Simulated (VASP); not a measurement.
# Ga3SbN2 (P6/mmm) in VASP: further runs

The runs below take Ga3SbN2 through single point, with PBE.

All numbers are computed with VASP 6.6.1; they aren't measurements. Logs are shortened: lines on timing, memory, paths and dates and some standing lists are left out, and cuts for length are marked.

## Step 1: The cell of the first run

The structure is hexagonal, space group P6/mmm (No. 191). The conventional cell has a = 5.863 Å, b = 5.863 Å, c = 2.924 Å, α = 90.00°, β = 90.00°, γ = 120.00°. Ga (site symmetry mmm) has 4 N at 2.24 Å and 6 Ga at 2.92 to 2.93 Å within 3.0 Å. Sb (site symmetry 6/mmm) has 2 Sb at 2.92 Å and 12 Ga at 3.28 Å and 6 N at 3.38 Å within 3.9 Å. N (site symmetry -6m2) has 6 Ga at 2.24 Å and 2 N at 2.92 Å within 3.0 Å.

## Step 2: Single point, PBE

The input, INCAR:

```
SYSTEM = Ga3SbN2
PREC = Accurate ; ENCUT = 520
EDIFF = 1E-6 ; ISMEAR = 0
SIGMA = 0.1 ; LREAL = .FALSE.
LASPH = .TRUE. ; NELM = 60
ALGO = Normal ; ISIF = 2
LWAVE = .FALSE. ; LCHARG = .FALSE.
GGA = PE ; NBANDS = 36
```

The input, KPOINTS:

```
Automatic mesh
0
G
  3 3 6
  0 0 0
```

The input, POSCAR:

```
Ga3SbN2
1.0
    5.8628644883      0.0000000000      0.0000000000
   -2.9314322441      5.0773895858      0.0000000000
    0.0000000000      0.0000000000      2.9242186705
Ga Sb N
3 1 2
Direct
    0.5000000000      0.0000000000      0.5000000000
    0.5000000000      0.5000000000      0.5000000000
    0.0000000000      0.5000000000      0.5000000000
    0.0000000000      0.0000000000      0.0000000000
    0.3333333333      0.6666666667      0.0000000000
    0.6666666667      0.3333333333      0.0000000000
```

Potentials or basis: VASP PAW PBE potentials, release 64 (Ga_d, Sb, N).

Started as:

```sh
$ cat potpaw_PBE.64/Ga_d/POTCAR potpaw_PBE.64/Sb/POTCAR potpaw_PBE.64/N/POTCAR > POTCAR
$ mpirun -np 1 vasp_std > vasp.out
```

OUTCAR:

```text
SYSTEM = Ga3SbN2
   PREC = Accurate
   ENCUT = 520
   EDIFF = 1E-6
   ISMEAR = 0
   LREAL = .FALSE.
   LASPH = .TRUE.
   NELM = 60
   ISIF = 2
   GGA = PE

 ion  position               nearest neighbor table
   1  0.500  0.000  0.500-   5 2.24   6 2.24   5 2.24   6 2.24   4 3.28   4 3.28   4 3.28   4 3.28

   2  0.500  0.500  0.500-   5 2.24   6 2.24   5 2.24   6 2.24   4 3.28   4 3.28   4 3.28   4 3.28

   3  0.000  0.500  0.500-   5 2.24   6 2.24   5 2.24   6 2.24   4 3.28   4 3.28   4 3.28   4 3.28

   4  0.000  0.000  0.000-   3 3.28   3 3.28   3 3.28   3 3.28   1 3.28   1 3.28   1 3.28   1 3.28
                             2 3.28   2 3.28   2 3.28   2 3.28
   5  0.333  0.667  0.000-   1 2.24   1 2.24   3 2.24   3 2.24   2 2.24   2 2.24
   6  0.667  0.333  0.000-   1 2.24   1 2.24   3 2.24   3 2.24   2 2.24   2 2.24

  LATTYP: Found a hexagonal cell.
 ALAT       =     5.8628644883
 C/A-ratio  =     0.4987696162

  Lattice vectors:

 A1 = (   5.8628644883,   0.0000000000,   0.0000000000)
 A2 = (  -2.9314322441,   5.0773895858,   0.0000000000)
 A3 = (   0.0000000000,   0.0000000000,   2.9242186705)

Analysis of symmetry for initial positions (statically):
=====================================================================
 Subroutine PRICEL returns:
 Original cell was already a primitive cell.

 Routine SETGRP: Setting up the symmetry group for a
 hexagonal supercell.

 Subroutine GETGRP returns: Found 24 space group operations
 (whereof 24 operations were pure point group operations)
 out of a pool of 24 trial point group operations.

The static configuration has the point symmetry D_6h.

Analysis of symmetry for dynamics (positions and initial velocities):
=====================================================================
 Subroutine PRICEL returns:
 Original cell was already a primitive cell.

 Routine SETGRP: Setting up the symmetry group for a
 hexagonal supercell.

 Subroutine GETGRP returns: Found 24 space group operations
 (whereof 24 operations were pure point group operations)
 out of a pool of 24 trial point group operations.

The dynamic configuration has the point symmetry D_6h.

 Subroutine INISYM returns: Found 24 space group operations
 (whereof 24 operations are pure point group operations),
 and found     1 'primitive' translations

----------------------------------------------------------------------------------------

                                     Primitive cell

  volume of cell :      87.0483

  direct lattice vectors                    reciprocal lattice vectors
     5.862864488  0.000000000  0.000000000     0.170565088  0.098475800  0.000000000
    -2.931432244  5.077389586  0.000000000     0.000000000  0.196951599  0.000000000
     0.000000000  0.000000000  2.924218671     0.000000000  0.000000000  0.341971690

  length of vectors
     5.862864488  5.862864488  2.924218671     0.196951599  0.196951599  0.341971690

  position of ions in fractional coordinates (direct lattice)
     0.500000000  0.000000000  0.500000000
     0.500000000  0.500000000  0.500000000
     0.000000000  0.500000000  0.500000000
     0.000000000  0.000000000  0.000000000
     0.333333333  0.666666667  0.000000000
     0.666666667  0.333333333  0.000000000

  ion indices of the primitive-cell ions
   primitive index   ion index
                 1           1
                 2           2
                 3           3
                 4           4
                 5           5
                 6           6

----------------------------------------------------------------------------------------

 KPOINTS: Automatic mesh

Automatic generation of k-mesh.
 Grid dimensions read from file:
 generate k-points for:    3    3    6

 Generating k-lattice:

  Cartesian coordinates                     Fractional coordinates (reciprocal lattice)
     0.056855029  0.032825267  0.000000000     0.333333333  0.000000000  0.000000000
     0.000000000  0.065650533  0.000000000     0.000000000  0.333333333  0.000000000
     0.000000000  0.000000000  0.056995282     0.000000000  0.000000000  0.166666667

  Length of vectors
     0.065650533  0.065650533  0.056995282

  Shift w.r.t. Gamma in fractional coordinates (k-lattice)
     0.000000000  0.000000000  0.000000000

 Subroutine IBZKPT returns following result:
 ===========================================

 Found     12 irreducible k-points:

 Following reciprocal coordinates:
            Coordinates               Weight
  0.000000  0.000000  0.000000      1.000000
  0.333333  0.000000  0.000000      6.000000
  0.333333  0.333333  0.000000      2.000000
  0.000000  0.000000  0.166667      2.000000
  0.333333  0.000000  0.166667     12.000000
  0.333333  0.333333  0.166667      4.000000
  0.000000  0.000000  0.333333      2.000000
  0.333333  0.000000  0.333333     12.000000
  0.333333  0.333333  0.333333      4.000000
  0.000000  0.000000  0.500000      1.000000
  0.333333  0.000000  0.500000      6.000000
  0.333333  0.333333  0.500000      2.000000
   k-points           NKPTS =     12   k-points in BZ     NKDIM =     12   number of bands    NBANDS=     36
   number of dos      NEDOS =    301   number of ions     NIONS =      6
   total plane-waves  NPLWV =  55296
   dimension x,y,z NGX =    48 NGY =   48 NGZ =   24
   dimension x,y,z NGXF=    96 NGYF=   96 NGZF=   48
   ions per type =               3   1   2
   NGX,Y,Z   is equivalent  to a cutoff of  13.61, 13.61, 13.64 a.u.
   NGXF,Y,Z  is equivalent  to a cutoff of  27.22, 27.22, 27.29 a.u.
 SYSTEM =  Ga3SbN2
   PREC   = accura    normal or accurate (medium, high low for compatibility)
   ISTART =      0    job   : 0-new  1-cont  2-samecut
   ICHARG =      2    charge: 1-file 2-atom 10-const
   ISPIN  =      1    spin polarized calculation?
   LNONCOLLINEAR =      F non collinear calculations
   LSORBIT =      F    spin-orbit coupling
   LASPH  =      T    aspherical Exc in radial PAW
   ENCUT  =  520.0 eV  38.22 Ry    6.18 a.u.  10.90 10.90  5.44*2*pi/ulx,y,z
   NELM   =     60;   NELMIN=  2; NELMDL= -5     # of ELM steps
   EDIFF  = 0.1E-05   stopping-criterion for ELM
   LREAL  =      F    real-space projection
   EDIFFG = 0.1E-04   stopping-criterion for IOM
   NSW    =      0    number of steps for IOM
   IBRION =     -1    ionic relax: 0-MD 1-quasi-New 2-CG
[... 31 lines left out ...]
 NGX is ok and might be reduce to    48
   NGX = 21   NGY = 21   NGZ = 11

 number of electron      53.9999981 magnetization

 Free energy of the ion-electron system (eV)
  ---------------------------------------------------
  ext. energy  EPLUGINS =         0.00000000
  ---------------------------------------------------
  free energy    TOTEN  =       -26.39879119 eV

  energy without entropy =      -26.38421428  energy(sigma->0) =      -26.39150273

 E-fermi :   7.6483     XC(G=0): -11.5631

 val. band max:        7.6423723368   @ k =   0.3333   0.0000   0.3333
 cond. band min:       8.2117908144   @ k =   0.3333   0.0000   0.0000
 fundamental gap:      0.5694184776
 Fermi energy:         7.6483268067

 k-point     1 :       0.0000    0.0000    0.0000
  band No.  band energies     occupation
      1      -9.0853      2.00000
      2      -7.6034      2.00000
      3      -7.5845      2.00000
      4      -7.5845      2.00000
      5      -7.5507      2.00000
      6      -7.5507      2.00000
[... 28 lines left out ...]
     35      15.4912      0.00000
     36      15.9403      0.00000

 k-point     2 :       0.3333    0.0000    0.0000
  band No.  band energies     occupation
      1      -8.8284      2.00000
      2      -8.0081      2.00000
      3      -7.5895      2.00000
      4      -7.5662      2.00000
      5      -7.5543      2.00000
      6      -7.5002      2.00000
[... 28 lines left out ...]
     35      15.8486      0.00000
     36      16.6853      0.00000

 k-point     3 :       0.3333    0.3333    0.0000
  band No.  band energies     occupation
      1      -8.4524      2.00000
      2      -8.4524      2.00000
      3      -7.5659      2.00000
      4      -7.5442      2.00000
      5      -7.5428      2.00000
      6      -7.5428      2.00000
[... 28 lines left out ...]
     35      14.9537      0.00000
     36      17.3108      0.00000

 k-point     4 :       0.0000    0.0000    0.1667
  band No.  band energies     occupation
      1      -8.7786      2.00000
      2      -8.0547      2.00000
      3      -7.5691      2.00000
      4      -7.5691      2.00000
      5      -7.5562      2.00000
      6      -7.4962      2.00000
[... 28 lines left out ...]
     35      15.1953      0.00000
     36      15.1953      0.00000

 k-point     5 :       0.3333    0.0000    0.1667
  band No.  band energies     occupation
      1      -8.5901      2.00000
      2      -8.1559      2.00000
      3      -7.5667      2.00000
      4      -7.5161      2.00000
      5      -7.5135      2.00000
      6      -7.5047      2.00000
[... 28 lines left out ...]
     35      15.0827      0.00000
     36      15.7048      0.00000

 k-point     6 :       0.3333    0.3333    0.1667
  band No.  band energies     occupation
      1      -8.3531      2.00000
      2      -8.3531      2.00000
      3      -7.5375      2.00000
      4      -7.5062      2.00000
      5      -7.4961      2.00000
      6      -7.4961      2.00000
[... 28 lines left out ...]
     35      15.2903      0.00000
     36      15.6827      0.00000

 k-point     7 :       0.0000    0.0000    0.3333
  band No.  band energies     occupation
      1      -8.4404      2.00000
      2      -8.0605      2.00000
      3      -7.5492      2.00000
      4      -7.5492      2.00000
      5      -7.5277      2.00000
      6      -7.5277      2.00000
[... 28 lines left out ...]
     35      14.1628      0.00000
     36      15.2104      0.00000

 k-point     8 :       0.3333    0.0000    0.3333
  band No.  band energies     occupation
      1      -8.3603      2.00000
      2      -8.1213      2.00000
      3      -7.5659      2.00000
      4      -7.5298      2.00000
      5      -7.4994      2.00000
      6      -7.4945      2.00000
[... 28 lines left out ...]
     35      13.5858      0.00000
     36      14.5619      0.00000

 k-point     9 :       0.3333    0.3333    0.3333
  band No.  band energies     occupation
      1      -8.2415      2.00000
      2      -8.2415      2.00000
      3      -7.5220      2.00000
      4      -7.5194      2.00000
      5      -7.5194      2.00000
      6      -7.5065      2.00000
[... 28 lines left out ...]
     35      14.4421      0.00000
     36      14.8279      0.00000

 k-point    10 :       0.0000    0.0000    0.5000
  band No.  band energies     occupation
      1      -8.5657      2.00000
      2      -7.6750      2.00000
      3      -7.5711      2.00000
      4      -7.5711      2.00000
      5      -7.5400      2.00000
      6      -7.5400      2.00000
[... 28 lines left out ...]
     35      14.0187      0.00000
     36      16.3722      0.00000

 k-point    11 :       0.3333    0.0000    0.5000
  band No.  band energies     occupation
      1      -8.4381      2.00000
      2      -7.9180      2.00000
      3      -7.6053      2.00000
      4      -7.5352      2.00000
      5      -7.5347      2.00000
      6      -7.5271      2.00000
[... 28 lines left out ...]
     35      13.5020      0.00000
     36      13.9042      0.00000

 k-point    12 :       0.3333    0.3333    0.5000
  band No.  band energies     occupation
      1      -8.2242      2.00000
      2      -8.2242      2.00000
      3      -7.5402      2.00000
      4      -7.5128      2.00000
      5      -7.5128      2.00000
      6      -7.5104      2.00000
[... 28 lines left out ...]
     35      12.5565      0.00000
     36      13.6977      0.00000

------------------------ aborting loop because EDIFF is reached ----------------------------------------

  FORCE on cell =-STRESS in cart. coord.  units (eV):
  Direction    XX          YY          ZZ          XY          YZ          ZX
  --------------------------------------------------------------------------------------
  -------------------------------------------------------------------------------------
  Total        0.0882539      0.0882539      0.1947816      0.0000000      0.0000000      0.0000000
  in kB        1.6243680      1.6243680      3.5850760      0.0000000      0.0000000      0.0000000
  external PRESSURE =       2.2779373 kB  Pullay stress =       0.0000000 kB

 VOLUME and BASIS-vectors are now :
 -----------------------------------------------------------------------------
  energy-cutoff  :      520.00
  volume of cell :       87.05
      direct lattice vectors                 reciprocal lattice vectors
     5.862864488  0.000000000  0.000000000     0.170565088  0.098475800  0.000000000
    -2.931432244  5.077389586  0.000000000     0.000000000  0.196951599  0.000000000
     0.000000000  0.000000000  2.924218671     0.000000000  0.000000000  0.341971690

 POSITION                                       TOTAL-FORCE (eV/Angst)
 -----------------------------------------------------------------------------------
      2.93143      0.00000      1.46211        -0.000000      0.000000      0.000000
      1.46572      2.53869      1.46211         0.000000      0.000000      0.000000
     -1.46572      2.53869      1.46211         0.000000      0.000000      0.000000
      0.00000      0.00000      0.00000        -0.000000      0.000000      0.000000
     -0.00000      3.38493      0.00000        -0.000000      0.000000     -0.000000
      2.93143      1.69246      0.00000        -0.000000     -0.000000      0.000000
 -----------------------------------------------------------------------------------
    total drift:                               -0.000000      0.000000     -0.000000

  FREE ENERGIE OF THE ION-ELECTRON SYSTEM (eV)
  ---------------------------------------------------
  free  energy   TOTEN  =       -26.3987911869 eV

  energy  without entropy=      -26.3842142824  energy(sigma->0) =      -26.39150273
```

Run time: 24 s. Hardware: 1 thread of Intel Xeon 6975P-C (Granite Rapids), shared host; peak memory 0.23 GiB.

What came out:

```yaml
Free_energy: -26.3988 eV
Pressure: 0.2 GPa
Band_gap_on_the_k_mesh: zero (band 27 reaches 8.92 eV, above the bottom of band 28 at 6.91 eV)
```

Stress tensor (GPa, compression positive):
```
0.16 0.00 0.00
0.00 0.16 0.00
0.00 0.00 0.36
```

Caveat: the k points lie up to 0.41 Å⁻¹ apart; spin-orbit coupling is left out, which moves the levels of the heavy elements.

## Step 3: Single point, PBE

This run uses another cell than the first one, of 17.10 Å³/atom, 1.178 times its volume.

The input, INCAR:

```
PREC = Accurate
ENCUT = 520
EDIFF = 1E-6
ISMEAR = 0
SIGMA = 0.1
LREAL = False
LASPH = True
NELM = 100
ALGO = Normal
ISIF = 2
LWAVE = False
LCHARG = False
GGA = PE
NBANDS = 36
```

The input, KPOINTS:

```
Automatic mesh
0
Gamma
  3 3 6
```

The input, POSCAR:

```
Ga3SbN2
1.0
    5.9978985800      0.0000000000      0.0000000000
   -2.9989492900      5.1943325400      0.0000000000
    0.0000000000      0.0000000000      3.2925563000
Ga Sb N
3 1 2
Direct
    0.5000000000      0.0000000000      0.5000000000
    0.5000000000      0.5000000000      0.5000000000
    0.0000000000      0.5000000000      0.5000000000
    0.0000000000      0.0000000000      0.0000000000
    0.3333333300      0.6666666700      0.0000000000
    0.6666666700      0.3333333300      0.0000000000
```

Potentials or basis: VASP PAW PBE potentials, release 64 (Ga_d, Sb, N).

Started as:

```sh
$ cat potpaw_PBE.64/Ga_d/POTCAR potpaw_PBE.64/Sb/POTCAR potpaw_PBE.64/N/POTCAR > POTCAR
$ mpirun -np 1 vasp_std > vasp.out
```

It took 23 s on 1 thread of Intel Xeon 6975P-C (Granite Rapids), shared host; peak memory 0.24 GiB.

Results (log left out):

```
Free energy            : -25.1976 eV
Pressure               : -11.8 GPa
Band gap on the k mesh : zero (band 27 reaches 5.99 eV, above the bottom of band 28 at 5.03 eV)
```

Stress tensor (GPa, compression positive):
```
 -4.86   0.00   0.00
  0.00  -4.86   0.00
  0.00   0.00 -25.55
```

Levels at points of the mesh, in eV from the Fermi level:
| k point | band 24 | band 25 | band 26 | band 27 | band 28 | band 29 | band 30 | band 31 |
| --- | --- | --- | --- | --- | --- | --- | --- | --- |
| (0.00, 0.00, 0.00) | -2.48 | -1.27 | -0.67 | -0.67 | 2.02 | 2.49 | 2.49 | 3.54 |
| (0.00, 0.00, 0.50) | -2.41 | -2.41 | -2.17 | -2.17 | -0.28 | -0.28 | 0.87 | 0.87 |

Caveat: the k points lie up to 0.40 Å⁻¹ apart; spin-orbit coupling is left out, which moves the levels of the heavy elements.

## Step 4: Single point, PBE

This run uses another cell than the first one, of 14.54 Å³/atom, 1.002 times its volume.

The input, INCAR:

```
SYSTEM = Ga3SbN2
  ALGO = Normal
  EDIFF = 1E-6
  ENCUT = 520
  GGA = PE
  ISIF = 2
  ISMEAR = 0
  LASPH = .TRUE.
  LCHARG = .FALSE.
  LREAL = .FALSE.
  LWAVE = .FALSE.
  NBANDS = 36
  NELM = 100
  PREC = Accurate
  SIGMA = 0.1
```

The input, KPOINTS:

```
k-points
0
G
  6 6 12
  0 0 0
```

The input, POSCAR:

```
Ga3SbN2
1.0
    5.8397023705      0.0000000000      0.0000000000
   -2.9198511852      5.0573306034      0.0000000000
    0.0000000000      0.0000000000      2.9547251461
Ga Sb N
3 1 2
Direct
    0.5000000000      0.0000000000      0.5000000000
    0.5000000000      0.5000000000      0.5000000000
    0.0000000000      0.5000000000      0.5000000000
    0.0000000000      0.0000000000      0.0000000000
    0.3333333333      0.6666666667      0.0000000000
    0.6666666667      0.3333333333      0.0000000000
```

Started as:

```sh
$ cat potpaw_PBE.64/Ga_d/POTCAR potpaw_PBE.64/Sb/POTCAR potpaw_PBE.64/N/POTCAR > POTCAR
$ mpirun -np 1 vasp_std > vasp.out
```

It took 66 s on 1 thread of Intel Xeon 6975P-C (Granite Rapids), shared host; peak memory 0.31 GiB.

It converged, with:

| Item | Value |
| --- | --- |
| Free energy | -26.3479 eV |
| Pressure | 0.2 GPa |
| Band gap on the k mesh | zero (band 27 reaches 8.84 eV, above the bottom of band 28 at 6.85 eV) |

Stress tensor (GPa, compression positive):
```
0.14 0.00 0.00
0.00 0.14 0.00
0.00 0.00 0.39
```

Levels at points of the mesh, in eV from the Fermi level:
```
           k point  band 25  band 26  band 27  band 28  band 29  band 30
(0.00, 0.00, 0.00)    -1.53    -1.53    -1.27     3.05     3.05     3.50
(0.50, 0.00, 0.00)    -2.11    -1.71    -0.56     1.83     2.70     2.70
(0.00, 0.00, 0.50)    -2.72    -2.08    -2.08    -0.50    -0.50     0.90
(0.50, 0.00, 0.50)    -2.90    -2.00     0.10     0.16     0.40     0.84
```

Caveat: spin-orbit coupling is left out, which moves the levels of the heavy elements.

## Step 5: Overview

| cell | k mesh | gap on the mesh (eV) | pressure (GPa) |
| --- | --- | --- | --- |
| a = 5.863, b = 5.863, c = 2.924 Å, angles 90.0, 90.0, 120.0°, 6 atoms | 3 × 3 × 6 | none | 0.2 |
| a = 5.998, b = 5.998, c = 3.293 Å, angles 90.0, 90.0, 120.0°, 6 atoms | 3 × 3 × 6 | none | -11.8 |
| a = 5.840, b = 5.840, c = 2.955 Å, angles 90.0, 90.0, 120.0°, 6 atoms | 6 × 6 × 12 | none | 0.2 |

Alike in all rows: task single point; level PBE; potentials or basis VASP PAW PBE potentials, release 64 (Ga_d, Sb, N); no spin polarisation; cutoff (eV) 520; smearing gaussian 0.1 eV.

Caveats: some runs use coarse meshes; spin-orbit coupling is left out, which moves the levels of the heavy elements.

Total energies depend on the potentials used, so only differences within one code and one set of settings carry meaning.
